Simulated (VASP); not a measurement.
# Si (Fd-3m) in VASP: single point with PBE

Aim: the single point of Si with PBE.

All numbers are computed with VASP 6.6.1; they aren't measurements. Logs are shortened: lines on timing, memory, paths and dates and some standing lists are left out, and cuts for length are marked.

## Step 1: The cell of the first run

Symmetry: Fd-3m, No. 227, cubic system. The conventional cell has a = 5.470 Å, b = 5.470 Å, c = 5.470 Å, α = 90.00°, β = 90.00°, γ = 90.00°. Si (site symmetry -43m) has 4 Si at 2.37 Å within 3.1 Å.

## Step 2: Single point, PBE

Input file INCAR:

```
PREC = Accurate
ENCUT = 520
EDIFF = 1E-7
ISMEAR = 0
SIGMA = 0.05
LREAL = False
LASPH = True
NELM = 80
ALGO = Normal
ISIF = 2
LWAVE = False
LCHARG = False
GGA = PE
ISYM = 0
NBANDS = 16
```

Input file KPOINTS:

```
Automatic mesh
0
Gamma
  12 12 8
```

Input file POSCAR:

```
Si
1.0
    0.0000000000     -2.7348811941     -2.7348811941
   -2.7348811941      0.0000000000     -2.7348811941
    2.7348811941      2.7348811941     -5.4697623882
Si
4
Direct
    0.7500000000      0.7500000000      0.7500000000
    0.2500000000      0.2500000000      0.2500000000
    0.3750000000      0.3750000000      0.8750000000
    0.8750000000      0.8750000000      0.3750000000
```

Potentials or basis: VASP PAW PBE potentials, release 64 (Si).

On the command line:

```sh
$ cat potpaw_PBE.64/Si/POTCAR > POTCAR
$ mpirun -np 1 vasp_std > vasp.out
```

OUTCAR:

```text
PREC = Accurate
   ENCUT = 520
   EDIFF = 1E-7
   ISMEAR = 0
   LREAL = False
   LASPH = True
   NELM = 80
   ISIF = 2
   GGA = PE
   ISYM = 0

 ion  position               nearest neighbor table
   1  0.750  0.750  0.750-   3 2.37   3 2.37   3 2.37   4 2.37
   2  0.250  0.250  0.250-   4 2.37   4 2.37   3 2.37   4 2.37
   3  0.375  0.375  0.875-   1 2.37   1 2.37   1 2.37   2 2.37
   4  0.875  0.875  0.375-   2 2.37   2 2.37   1 2.37   2 2.37

IMPORTANT INFORMATION: All symmetrisations will be switched off!
NOSYMM: (Re-)initialisation of all symmetry stuff for point group C_1.

----------------------------------------------------------------------------------------

                                     Primitive cell

  volume of cell :      81.8230

  direct lattice vectors                    reciprocal lattice vectors
     0.000000000 -2.734881194 -2.734881194     0.091411649 -0.274234947 -0.091411649
    -2.734881194  0.000000000 -2.734881194    -0.274234947  0.091411649 -0.091411649
     2.734881194  2.734881194 -5.469762388     0.091411649  0.091411649 -0.091411649

  length of vectors
     3.867706076  3.867706076  6.699063433     0.303178141  0.303178141  0.158329621

  position of ions in fractional coordinates (direct lattice)
     0.750000000  0.750000000  0.750000000
     0.250000000  0.250000000  0.250000000
     0.375000000  0.375000000  0.875000000
     0.875000000  0.875000000  0.375000000

  ion indices of the primitive-cell ions
   primitive index   ion index
                 1           1
                 2           2
                 3           3
                 4           4

----------------------------------------------------------------------------------------

 KPOINTS: Automatic mesh

Automatic generation of k-mesh.
 Grid dimensions read from file:
 generate k-points for:   12   12    8

 Generating k-lattice:

  Cartesian coordinates                     Fractional coordinates (reciprocal lattice)
     0.007617637 -0.022852912 -0.007617637     0.083333333  0.000000000 -0.000000000
    -0.022852912  0.007617637 -0.007617637     0.000000000  0.083333333 -0.000000000
     0.011426456  0.011426456 -0.011426456     0.000000000  0.000000000  0.125000000

  Length of vectors
     0.025264845  0.025264845  0.019791203

  Shift w.r.t. Gamma in fractional coordinates (k-lattice)
     0.000000000  0.000000000  0.000000000

 -----------------------------------------------------------------------------
|                                                                             |
|           W    W    AA    RRRRR   N    N  II  N    N   GGGG   !!!           |
|           W    W   A  A   R    R  NN   N  II  NN   N  G    G  !!!           |
|           W    W  A    A  R    R  N N  N  II  N N  N  G       !!!           |
|           W WW W  AAAAAA  RRRRR   N  N N  II  N  N N  G  GGG   !            |
|           WW  WW  A    A  R   R   N   NN  II  N   NN  G    G                |
|           W    W  A    A  R    R  N    N  II  N    N   GGGG   !!!           |
|                                                                             |
|     Your reciprocal lattice and k-lattice belong to different lattice       |
|     classes:                                                                |
|                                                                             |
|        The reciprocal lattice is rhombohedral (trigonal),                   |
|        whereas your k-lattice is base-centered monoclinic.                  |
|                                                                             |
|     Results are often still useful ...                                      |
|                                                                             |
 -----------------------------------------------------------------------------

 WARNING: IBZKPT: internal override: KBLOWUP is changed to .FALSE.
      ... skipping the blow-up phase ...

 Subroutine IBZKPT returns following result:
 ===========================================

 Found    580 irreducible k-points:

 Following reciprocal coordinates:
            Coordinates               Weight
  0.000000  0.000000  0.000000      1.000000
  0.083333  0.000000  0.000000      2.000000
  0.166667  0.000000  0.000000      2.000000
  0.250000  0.000000  0.000000      2.000000
  0.333333  0.000000 -0.000000      2.000000
  0.416667  0.000000 -0.000000      2.000000
[... 16 lines left out ...]
  0.250000  0.166667 -0.000000      2.000000
  0.333333  0.166667 -0.000000      2.000000
 [... further k-points ...]
   k-points           NKPTS =    580   k-points in BZ     NKDIM =    580   number of bands    NBANDS=     16
   number of dos      NEDOS =    301   number of ions     NIONS =      4
   total plane-waves  NPLWV =  45000
   dimension x,y,z NGX =    30 NGY =   30 NGZ =   50
   dimension x,y,z NGXF=    60 NGYF=   60 NGZF=  100
   ions per type =               4
   NGX,Y,Z   is equivalent  to a cutoff of  12.89, 12.89, 12.41 a.u.
   NGXF,Y,Z  is equivalent  to a cutoff of  25.79, 25.79, 24.82 a.u.
 SYSTEM =  unknown system
   PREC   = accura    normal or accurate (medium, high low for compatibility)
   ISTART =      0    job   : 0-new  1-cont  2-samecut
   ICHARG =      2    charge: 1-file 2-atom 10-const
   ISPIN  =      1    spin polarized calculation?
   LNONCOLLINEAR =      F non collinear calculations
   LSORBIT =      F    spin-orbit coupling
   LASPH  =      T    aspherical Exc in radial PAW
   ENCUT  =  520.0 eV  38.22 Ry    6.18 a.u.   7.19  7.19 12.46*2*pi/ulx,y,z
   NELM   =     80;   NELMIN=  2; NELMDL= -5     # of ELM steps
   EDIFF  = 0.1E-06   stopping-criterion for ELM
   LREAL  =      F    real-space projection
   EDIFFG = 0.1E-05   stopping-criterion for IOM
   NSW    =      0    number of steps for IOM
   IBRION =     -1    ionic relax: 0-MD 1-quasi-New 2-CG
   NFREE  =      0    steps in history (QN), initial steepest desc. (CG)
   ISIF   =      2    stress and relaxation
   ISYM   =      0    0-nonsym 1-usesym 2-fastsym
   POTIM  = 0.5000    time-step for ionic-motion
   TEBEG  =    0.0;   TEEND  =   0.0 temperature during run
   PSTRESS=    0.0 pullay stress
   NELECT =      16.0000    total number of electrons
   NUPDOWN=      -1.0000    fix difference up-down
   EMIN   =  10.00;   EMAX   =-10.00  energy-range for DOS
   EFERMI =   0.00;   METHOD = LEGACY
   ISMEAR =     0;   SIGMA  =   0.05  broadening in eV -4-tet -1-fermi 0-gaus
   EFERMI_NEDOS =   21; number of points for ismear=-14 and -15
   IALGO  =     38    algorithm
   IMIX   =      4    mixing-type and parameters
     AMIX     =   0.40;   BMIX     =  1.00
     AMIX_MAG =   1.60;   BMIX_MAG =  1.00
  volume/ion in A,a.u.               =      20.46       138.04
  Fermi-wavevector in a.u.,A,eV,Ry     =   0.950218  1.795651 12.284882  0.902913
  Thomas-Fermi vector in A             =   2.078574
   LORBIT       =      0    0 simple, 1 ext, 2 COOP (PROOUT), +10 PAW based schemes
   GGA     = PE    functional components
   LHFCALC =     F    Hartree Fock is set to
   AEXX    =    0.0000 exact exchange contribution
   IVDW    =     0    specifies the selected vdW correction
   LEPSILON=     F    determine dielectric tensor
   LRPA    =     F    only Hartree local field effects (RPA)
 non-spin polarized calculation
 Gauss-broadening in eV      SIGMA  =   0.05
  energy-cutoff  :      520.00
  volume of cell :       81.82
 maximum number of plane-waves:      2224
 NGX is ok and might be reduce to    30
   NGX = 15   NGY = 15   NGZ = 25

 number of electron      16.0000001 magnetization

 Free energy of the ion-electron system (eV)
  ---------------------------------------------------
  ext. energy  EPLUGINS =         0.00000000
  ---------------------------------------------------
  free energy    TOTEN  =       -21.69971149 eV

  energy without entropy =      -21.69971149  energy(sigma->0) =      -21.69971149

 E-fermi :   5.8678     XC(G=0):  -9.3251

 val. band max:        5.6102015792   @ k =   0.0000   0.0000   0.0000
 cond. band min:       6.2441993751   @ k =  -0.4167  -0.4167   0.1250
 fundamental gap:      0.6339977960
 Fermi energy:         5.8678179994

 k-point     1 :       0.0000    0.0000    0.0000
  band No.  band energies     occupation
      1      -6.2005      2.00000
      2      -3.9233      2.00000
      3      -1.2556      2.00000
      4       4.4323      2.00000
      5       4.4323      2.00000
      6       5.6102      2.00000
[... 8 lines left out ...]
     15       8.9601      0.00000
     16      13.3158      0.00000

 k-point     2 :       0.0833    0.0000    0.0000
  band No.  band energies     occupation
      1      -6.1186      2.00000
      2      -3.8546      2.00000
      3      -1.2018      2.00000
      4       3.7951      2.00000
      5       4.3170      2.00000
      6       4.9311      2.00000
[... 8 lines left out ...]
     15       9.3192      0.00000
     16      12.8426      0.00000

 k-point     3 :       0.1667    0.0000    0.0000
  band No.  band energies     occupation
      1      -5.8742      2.00000
      2      -3.6533      2.00000
      3      -1.0662      2.00000
      4       2.6721      2.00000
      5       3.6873      2.00000
      6       4.0498      2.00000
[... 8 lines left out ...]
     15      10.3711      0.00000
     16      12.2023      0.00000

 k-point     4 :       0.2500    0.0000    0.0000
  band No.  band energies     occupation
      1      -5.4728      2.00000
      2      -3.3411      2.00000
      3      -0.9614      2.00000
      4       1.7027      2.00000
      5       2.4050      2.00000
      6       3.7628      2.00000
[... 8 lines left out ...]
     15      11.0520      0.00000
     16      12.4920      0.00000
[... 324 lines left out ...]
 k-point    22 :       0.1667    0.1667   -0.0000
  band No.  band energies     occupation
      1      -5.8461      2.00000
      2      -3.7637      2.00000
      3      -0.9114      2.00000
      4       2.8802      2.00000
      5       3.2475      2.00000
      6       3.8706      2.00000
[... 8 lines left out ...]
     15      10.8839      0.00000
     16      11.9736      0.00000

 k-point    23 :       0.2500    0.1667   -0.0000
  band No.  band energies     occupation
      1      -5.5915      2.00000
      2      -3.6122      2.00000
      3      -0.7749      2.00000
      4       2.3144      2.00000
      5       2.4597      2.00000
      6       3.4980      2.00000
[... 8 lines left out ...]
     15      11.1965      0.00000
     16      11.4982      0.00000

 k-point    24 :       0.3333    0.1667   -0.0000
  band No.  band energies     occupation
      1      -5.1826      2.00000
      2      -3.3466      2.00000
      3      -0.7508      2.00000
      4       1.6707      2.00000
      5       1.7810      2.00000
      6       3.0409      2.00000
[... 8 lines left out ...]
     15      10.4916      0.00000
     16      12.8704      0.00000

 [... further k-points ...]

------------------------ aborting loop because EDIFF is reached ----------------------------------------

  FORCE on cell =-STRESS in cart. coord.  units (eV):
  Direction    XX          YY          ZZ          XY          YZ          ZX
  --------------------------------------------------------------------------------------
  -------------------------------------------------------------------------------------
  Total       -0.0291396     -0.0291395     -0.0291301     -0.0002176      0.0002249      0.0002251
  in kB       -0.5705828     -0.5705813     -0.5703975     -0.0042618      0.0044041      0.0044075
  external PRESSURE =      -0.5705205 kB  Pullay stress =       0.0000000 kB

 VOLUME and BASIS-vectors are now :
 -----------------------------------------------------------------------------
  energy-cutoff  :      520.00
  volume of cell :       81.82
      direct lattice vectors                 reciprocal lattice vectors
     0.000000000 -2.734881194 -2.734881194     0.091411649 -0.274234947 -0.091411649
    -2.734881194  0.000000000 -2.734881194    -0.274234947  0.091411649 -0.091411649
     2.734881194  2.734881194 -5.469762388     0.091411649  0.091411649 -0.091411649

 POSITION                                       TOTAL-FORCE (eV/Angst)
 -----------------------------------------------------------------------------------
      0.00000      0.00000     -8.20464         0.000086      0.000086     -0.000080
      0.00000      0.00000     -2.73488         0.000086      0.000086     -0.000080
      1.36744      1.36744     -6.83720        -0.000086     -0.000086      0.000080
     -1.36744     -1.36744     -6.83720        -0.000086     -0.000086      0.000080
 -----------------------------------------------------------------------------------
    total drift:                               -0.000000     -0.000000      0.000003

  FREE ENERGIE OF THE ION-ELECTRON SYSTEM (eV)
  ---------------------------------------------------
  free  energy   TOTEN  =       -21.6997114895 eV

  energy  without entropy=      -21.6997114895  energy(sigma->0) =      -21.69971149
```

Run time: 7.7 min. Hardware: 1 thread of Intel Xeon 6975P-C (Granite Rapids), shared host; peak memory 0.59 GiB.

Results:

```
Free energy            : -21.6997 eV
Pressure               : -0.1 GPa
Band gap on the k mesh : 0.63 eV
```

A k mesh can miss the band edges.
